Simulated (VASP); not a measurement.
# In7GaAs8 (P1) in VASP: single point with PBEsol

Aim: the single point of In7GaAs8 with PBEsol.

Program: VASP 6.6.1. These are calculated values, not measurements. Logs are shortened: lines on timing, memory, paths and dates and some standing lists are left out, and cuts for length are marked.

## 1. The cell of the first run

The typed cell holds 64 atoms: a = 12.066 Å, b = 12.066 Å, c = 12.066 Å, α = 90.00°, β = 90.00°, γ = 90.00°.

## 2. Single point, PBEsol

File INCAR:

```
  PREC = Accurate
  ENCUT = 500
  EDIFF = 1E-6
  ISMEAR = -1
  SIGMA = 0.05
  LREAL = Auto
  LASPH = T
  NELM = 120
  ALGO = Normal
  ISIF = 2
  LWAVE = F
  LCHARG = F
  GGA = PS
  NBANDS = 326
  ISYM = -1
  GGA_COMPAT = F
```

File KPOINTS:

```
explicit points
1
Reciprocal
  0.25000000   0.25000000   0.25000000 1
```

File POSCAR:

```
In7GaAs8
1.0
   12.0659105312      0.0000000000      0.0000000000
    0.0000000000     12.0659105312      0.0000000000
    0.0000000000      0.0000000000     12.0659105312
In Ga As
28 4 32
Direct
    0.0002820000      0.9975290000      0.0020090000
    0.9975880000      0.9949740000      0.4976980000
    0.9979670000      0.5040510000      0.4979770000
    0.5004260000      0.0001950000      0.0004250000
    0.5021110000      0.9975010000      0.5003170000
    0.4998710000      0.4997880000      0.9997650000
    0.2480150000      0.2525780000      0.0006430000
    0.2526930000      0.2518240000      0.5007450000
    0.2454580000      0.7476150000      0.0029060000
    0.2498890000      0.7475210000      0.4976470000
    0.7523360000      0.2516830000      0.0008050000
    0.7480560000      0.2525860000      0.5005370000
    0.7542210000      0.7479270000      0.0024830000
    0.2478150000      0.9965220000      0.2506880000
    0.2500770000      0.0003600000      0.7500620000
    0.2476010000      0.5026090000      0.2504190000
    0.2505740000      0.5004310000      0.7506810000
    0.7529880000      0.9960460000      0.2529980000
    0.7505610000      0.9965320000      0.7479160000
    0.7522740000      0.5040840000      0.2524050000
    0.7504340000      0.5025910000      0.7475630000
    0.0003350000      0.2525280000      0.2481350000
    0.0007190000      0.2518120000      0.7528880000
    0.9974990000      0.7474730000      0.7499760000
    0.5006830000      0.2516340000      0.2525080000
    0.5003440000      0.2525260000      0.7480890000
    0.5022040000      0.7479270000      0.2543460000
    0.5027700000      0.7475810000      0.7455690000
    0.9992400000      0.5016150000      0.0021630000
    0.5020770000      0.5016040000      0.4994450000
    0.7494110000      0.7470500000      0.4970920000
    0.9969390000      0.7470400000      0.2495050000
    0.1251280000      0.1244420000      0.1253790000
    0.1238570000      0.1246560000      0.6239580000
    0.1112460000      0.6241650000      0.1269320000
    0.1249750000      0.6246150000      0.6250780000
    0.6275460000      0.1245010000      0.1276510000
    0.6252400000      0.1245050000      0.6252800000
    0.6249090000      0.6245970000      0.1251000000
    0.6268140000      0.6241580000      0.6113890000
    0.3741480000      0.3761370000      0.1261610000
    0.3819720000      0.3833160000      0.6195350000
    0.3756150000      0.8721510000      0.1266320000
    0.3738000000      0.8739740000      0.6240010000
    0.8801200000      0.3829080000      0.1209110000
    0.8760560000      0.3758760000      0.6244430000
    0.8816750000      0.8685090000      0.1317340000
    0.8671530000      0.8647700000      0.6181610000
    0.3749890000      0.1223230000      0.3750400000
    0.3744150000      0.1273650000      0.8746020000
    0.3807750000      0.6181780000      0.3806240000
    0.3751620000      0.6263320000      0.8752810000
    0.8747540000      0.1274310000      0.3749090000
    0.8748720000      0.1223660000      0.8750950000
    0.8750580000      0.6372980000      0.3751970000
    0.8804450000      0.6182150000      0.8809080000
    0.1243680000      0.3758850000      0.3759520000
    0.1194440000      0.3833580000      0.8821980000
    0.1180280000      0.8647270000      0.3672680000
    0.1239660000      0.8739480000      0.8737800000
    0.6207940000      0.3829100000      0.3802830000
    0.6260970000      0.3760800000      0.8740220000
    0.6317230000      0.8684110000      0.3816370000
    0.6265890000      0.8720610000      0.8757050000
```

Potentials or basis: VASP PAW PBE potentials, release 64 (In_d, Ga_d, As).

On the command line:

```bash
$ cat potpaw_PBE.64/In_d/POTCAR potpaw_PBE.64/Ga_d/POTCAR potpaw_PBE.64/As/POTCAR > POTCAR
$ mpirun -np 1 vasp_std > vasp.out
```

OUTCAR:

```text
PREC = Accurate
   ENCUT = 500
   EDIFF = 1E-6
   ISMEAR = -1
   LREAL = Auto
   LASPH = T
   NELM = 120
   ISIF = 2
   GGA = PS
   ISYM = -1

 ion  position               nearest neighbor table
   1  0.000  0.998  0.002-  33 2.61  60 2.62  54 2.63  47 2.63
   2  0.998  0.995  0.498-  53 2.64  48 2.66  59 2.66  34 2.66
   3  0.998  0.504  0.498-  36 2.61  46 2.62  57 2.62  55 2.64
   4  0.500  0.000  0.000-  37 2.64  50 2.64  64 2.64  43 2.64
   5  0.502  0.998  0.500-  38 2.61  44 2.62  49 2.63  63 2.63
   6  0.500  0.500  1.000-  39 2.61  62 2.62  52 2.62  41 2.62
[... 56 lines left out ...]
  63  0.632  0.868  0.382-  31 2.47  27 2.63  18 2.63   5 2.63
  64  0.627  0.872  0.876-  19 2.62  28 2.64  13 2.64   4 2.64

IMPORTANT INFORMATION: All symmetrisations will be switched off!
NOSYMM: (Re-)initialisation of all symmetry stuff for point group C_1.

----------------------------------------------------------------------------------------

                                     Primitive cell

  volume of cell :    1756.6300

  direct lattice vectors                    reciprocal lattice vectors
    12.065910531  0.000000000  0.000000000     0.082878122  0.000000000  0.000000000
     0.000000000 12.065910531  0.000000000     0.000000000  0.082878122  0.000000000
     0.000000000  0.000000000 12.065910531     0.000000000  0.000000000  0.082878122

  length of vectors
    12.065910531 12.065910531 12.065910531     0.082878122  0.082878122  0.082878122

  position of ions in fractional coordinates (direct lattice)
     0.000282000  0.997529000  0.002009000
     0.997588000  0.994974000  0.497698000
     0.997967000  0.504051000  0.497977000
     0.500426000  0.000195000  0.000425000
     0.502111000  0.997501000  0.500317000
     0.499871000  0.499788000  0.999765000
[... 56 lines left out ...]
     0.631723000  0.868411000  0.381637000
     0.626589000  0.872061000  0.875705000

  ion indices of the primitive-cell ions
   primitive index   ion index
                 1           1
                 2           2
                 3           3
                 4           4
                 5           5
                 6           6
[... 56 lines left out ...]
                63          63
                64          64

----------------------------------------------------------------------------------------

 KPOINTS: explicit points

Read explicit list of k-points.

 Found      1 k-points:

 Following reciprocal coordinates:
            Coordinates               Weight
  0.250000  0.250000  0.250000      1.000000
   k-points           NKPTS =      1   k-points in BZ     NKDIM =      1   number of bands    NBANDS=    326
   number of dos      NEDOS =    301   number of ions     NIONS =     64
   total plane-waves  NPLWV = 729000
   dimension x,y,z NGX =    90 NGY =   90 NGZ =   90
   dimension x,y,z NGXF=   180 NGYF=  180 NGZF=  180
   ions per type =              28   4  32
   NGX,Y,Z   is equivalent  to a cutoff of  12.40, 12.40, 12.40 a.u.
   NGXF,Y,Z  is equivalent  to a cutoff of  24.80, 24.80, 24.80 a.u.
 SYSTEM =  unknown system
   PREC   = accura    normal or accurate (medium, high low for compatibility)
   ISTART =      0    job   : 0-new  1-cont  2-samecut
   ICHARG =      2    charge: 1-file 2-atom 10-const
   ISPIN  =      1    spin polarized calculation?
   LNONCOLLINEAR =      F non collinear calculations
   LSORBIT =      F    spin-orbit coupling
   LASPH  =      T    aspherical Exc in radial PAW
   ENCUT  =  500.0 eV  36.75 Ry    6.06 a.u.  22.00 22.00 22.00*2*pi/ulx,y,z
   NELM   =    120;   NELMIN=  2; NELMDL= -5     # of ELM steps
   EDIFF  = 0.1E-05   stopping-criterion for ELM
   LREAL  =      T    real-space projection
   EDIFFG = 0.1E-04   stopping-criterion for IOM
   NSW    =      0    number of steps for IOM
   IBRION =     -1    ionic relax: 0-MD 1-quasi-New 2-CG
   NFREE  =      0    steps in history (QN), initial steepest desc. (CG)
   ISIF   =      2    stress and relaxation
   ISYM   =     -1    0-nonsym 1-usesym 2-fastsym
   POTIM  = 0.5000    time-step for ionic-motion
   TEBEG  =    0.0;   TEEND  =   0.0 temperature during run
   PSTRESS=    0.0 pullay stress
   NELECT =     576.0000    total number of electrons
   NUPDOWN=      -1.0000    fix difference up-down
   EMIN   =  10.00;   EMAX   =-10.00  energy-range for DOS
   EFERMI =   0.00;   METHOD = LEGACY
   ISMEAR =    -1;   SIGMA  =   0.05  broadening in eV -4-tet -1-fermi 0-gaus
   EFERMI_NEDOS =   21; number of points for ismear=-14 and -15
   IALGO  =     38    algorithm
   IMIX   =      4    mixing-type and parameters
     AMIX     =   0.40;   BMIX     =  1.00
     AMIX_MAG =   1.60;   BMIX_MAG =  1.00
  volume/ion in A,a.u.               =      27.45       185.22
  Fermi-wavevector in a.u.,A,eV,Ry     =   1.128900  2.133312 17.339478  1.274416
  Thomas-Fermi vector in A             =   2.265592
   LORBIT       =      0    0 simple, 1 ext, 2 COOP (PROOUT), +10 PAW based schemes
   GGA     = PS    functional components
   LHFCALC =     F    Hartree Fock is set to
   AEXX    =    0.0000 exact exchange contribution
   IVDW    =     0    specifies the selected vdW correction
   LEPSILON=     F    determine dielectric tensor
   LRPA    =     F    only Hartree local field effects (RPA)
 non-spin polarized calculation
  energy-cutoff  :      500.00
  volume of cell :     1756.63
 maximum number of plane-waves:     44641
 NGX is ok and might be reduce to    90
   NGX = 43   NGY = 43   NGZ = 43

 number of electron     575.9999938 magnetization

 Free energy of the ion-electron system (eV)
  ---------------------------------------------------
  ext. energy  EPLUGINS =         0.00000000
  ---------------------------------------------------
  free energy    TOTEN  =      -273.55291008 eV

  energy without entropy =     -273.55283729  energy(sigma->0) =     -273.55287369

 E-fermi :   4.5306     XC(G=0):  -9.2681

 val. band max:        3.9806645605   @ k =   0.2500   0.2500   0.2500
 cond. band min:       5.0567754212   @ k =   0.2500   0.2500   0.2500
 fundamental gap:      1.0761108607
 Fermi energy:         4.5306473976

 k-point     1 :       0.2500    0.2500    0.2500
  band No.  band energies     occupation
      1     -10.6433      2.00000
      2     -10.6419      2.00000
      3     -10.6342      2.00000
      4     -10.6285      2.00000
      5     -10.6281      2.00000
      6     -10.6263      2.00000
[... 292 lines left out ...]
    299       6.0903      0.00000
    300       6.2417      0.00000
 [bands above 300 left out]

------------------------ aborting loop because EDIFF is reached ----------------------------------------

  FORCE on cell =-STRESS in cart. coord.  units (eV):
  Direction    XX          YY          ZZ          XY          YZ          ZX
  --------------------------------------------------------------------------------------
  -------------------------------------------------------------------------------------
  Total        0.9888594      1.0857031      1.0021637     -5.5918665     -5.5664311     -5.4808689
  in kB        0.9019134      0.9902420      0.9140479     -5.1001985     -5.0769995     -4.9989604
  external PRESSURE =       0.9354011 kB  Pullay stress =       0.0000000 kB

 VOLUME and BASIS-vectors are now :
 -----------------------------------------------------------------------------
  energy-cutoff  :      500.00
  volume of cell :     1756.63
      direct lattice vectors                 reciprocal lattice vectors
    12.065910531  0.000000000  0.000000000     0.082878122  0.000000000  0.000000000
     0.000000000 12.065910531  0.000000000     0.000000000  0.082878122  0.000000000
     0.000000000  0.000000000 12.065910531     0.000000000  0.000000000  0.082878122

 POSITION                                       TOTAL-FORCE (eV/Angst)
 -----------------------------------------------------------------------------------
      0.00340     12.03610      0.02424         0.009007     -0.003738      0.004325
     12.03681     12.00527      6.00518        -0.002671     -0.003696     -0.001040
     12.04138      6.08183      6.00855        -0.001007      0.000521     -0.003527
      6.03810      0.00235      0.00513         0.003939      0.003907      0.005493
      6.05843     12.03576      6.03678         0.004091     -0.003987      0.008311
      6.03140      6.03040     12.06308         0.001192      0.003481     -0.001437
[... 56 lines left out ...]
      7.62231     10.47817      4.60480         0.003547      0.002473      0.000870
      7.56037     10.52221     10.56618        -0.003480      0.001694     -0.002241
 -----------------------------------------------------------------------------------
    total drift:                                0.010800     -0.013389      0.001513

  FREE ENERGIE OF THE ION-ELECTRON SYSTEM (eV)
  ---------------------------------------------------
  free  energy   TOTEN  =      -273.5529100843 eV

  energy  without entropy=     -273.5528372883  energy(sigma->0) =     -273.55287369
```

Wall time 29 min (1 thread of Intel Xeon Platinum 8175M at 2.50GHz (Skylake/Cascade Lake), shared host); peak memory 1.5 GiB.

Results:

```yaml
Free_energy: -273.5529 eV
Pressure: 0.1 GPa
Largest_force: 0.016 eV/Å
Band_gap_on_the_k_mesh: 1.08 eV
```

Forces on the atoms (eV/Å):
```
In   0.009 -0.004  0.004
In  -0.003 -0.004 -0.001
In  -0.001  0.001 -0.004
In   0.004  0.004  0.005
In   0.004 -0.004  0.008
In   0.001  0.003 -0.001
In   0.001 -0.006 -0.001
In  -0.005 -0.001  0.002
In  -0.002  0.000  0.009
In  -0.001  0.006 -0.004
In  -0.003 -0.002  0.000
In   0.004 -0.005 -0.002
In  -0.001  0.000  0.002
In   0.003 -0.004 -0.006
In  -0.003 -0.002  0.001
In   0.004  0.011  0.003
In  -0.005 -0.003 -0.004
In  -0.003 -0.003 -0.001
In  -0.008 -0.001  0.002
In  -0.006  0.007 -0.005
In   0.003  0.010  0.008
In   0.001 -0.003  0.007
In   0.002  0.001 -0.004
In  -0.007  0.009  0.000
In   0.005 -0.001 -0.005
In   0.002 -0.001  0.005
In   0.001 -0.001 -0.005
In   0.010  0.001 -0.001
Ga   0.001  0.004  0.001
Ga  -0.002  0.002 -0.002
Ga   0.009  0.000 -0.013
Ga  -0.012  0.001  0.011
As  -0.001  0.001 -0.002
As  -0.001 -0.002 -0.001
As   0.008 -0.004 -0.009
As  -0.001  0.001 -0.001
As  -0.002  0.003 -0.001
As   0.000 -0.001 -0.001
As  -0.003  0.000 -0.004
As  -0.006 -0.003  0.007
As  -0.001 -0.001 -0.002
As   0.002  0.001 -0.004
As  -0.002 -0.002 -0.003
As   0.001  0.002 -0.001
As  -0.001 -0.003  0.001
As  -0.004 -0.001 -0.002
As  -0.001 -0.002  0.005
As   0.001 -0.001  0.004
As   0.000 -0.002  0.000
As   0.002  0.000  0.001
As  -0.001 -0.003  0.002
As   0.002 -0.001  0.003
As  -0.003  0.002 -0.001
As   0.001 -0.002 -0.002
As   0.004  0.008  0.002
As   0.001 -0.004 -0.001
As  -0.002 -0.001  0.000
As  -0.003 -0.001  0.002
As   0.005  0.001  0.001
As  -0.001  0.002  0.000
As   0.001 -0.005 -0.001
As   0.000 -0.002  0.000
As   0.004  0.002  0.001
As  -0.003  0.002 -0.002
```

Caveat: the PAW data sets were made with another functional, which shifts forces and pressure a little; spin-orbit coupling is left out, which moves the levels of the heavy elements; a shifted mesh leaves out Γ, where band edges can lie.
